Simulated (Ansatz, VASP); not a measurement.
In in VASP and in Ansatz

```xyz
1
Lattice="-1.5604 1.5604 2.4842 1.5604 -1.5604 2.4842 1.5604 1.5604 -2.4842" Properties=species:S:1:pos:R:3 pbc="T T T"
In    0.0000    0.0000    0.0000
```

Alike in both runs: task single point; functional PBE; k mesh 20 × 20 × 20; occupations gaussian, width 0.15 eV; no spin polarisation.

|  | VASP | Ansatz |
| --- | --- | --- |
| version | VASP 6.6.1 | Ansatz 0.2.0 |
| potentials or method | VASP PAW PBE potentials, release 64 (In_d), cutoff 520 eV | scalar-relativistic, plane waves, PAW |
| valence electrons in the cell | 13 | 13 |

|  | VASP | Ansatz | Ansatz less VASP |
| --- | --- | --- | --- |
| gap on the k mesh at the Fermi level (eV) | none | none | - |
| pressure (GPa) | 6.3 | 6.3 | +0.03 |
| traceless stress, the component that is largest in VASP (GPa) | -0.16 | -0.15 | +0.010 |

A gap of «none» marks a metal or a gap that the smearing closes. With one functional, cell and mesh, what is left measures potentials, basis and numerics.
